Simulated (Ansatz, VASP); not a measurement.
Cu3HAu in VASP and in Ansatz

```
Cu Au H
1.0
     3.83425    0.00000    0.00000
     0.00000    3.83425    0.00000
     0.00000    0.00000    3.83425
Cu Au H
3 1 1
Direct
  0.00000 0.50000 0.50000
  0.50000 0.00000 0.50000
  0.50000 0.50000 0.00000
  0.00000 0.00000 0.00000
  0.50000 0.50000 0.50000
```

Alike in both runs: functional PBE; k mesh 8 × 8 × 8; occupations gaussian, width 0.1 eV; no spin polarisation.

Ansatz relaxed the structure, and its values are those at the end. VASP's run is a single point on that final structure, the one shown.

|  | VASP | Ansatz |
| --- | --- | --- |
| version | VASP 6.6.1 | Ansatz 0.2.0 |
| potentials or method | VASP PAW PBE potentials, release 64 (Cu, Au, H), cutoff 600 eV | scalar-relativistic, plane waves, PAW |
| valence electrons in the cell | 45 | 77 |

|  | VASP | Ansatz | Ansatz less VASP |
| --- | --- | --- | --- |
| gap on the k mesh at the Fermi level (eV) | none | none | - |
| pressure (GPa) | 0.3 | 0.0 | -0.27 |

A gap of «none» marks a metal or a gap that the smearing closes. The functional is the same, so the differences come from potentials, cutoffs and numerics. VASP's potentials hold 45 valence electrons a cell and Ansatz's 77, so a difference there can come from the potentials and not from the codes.

Neither program's run includes spin-orbit coupling.
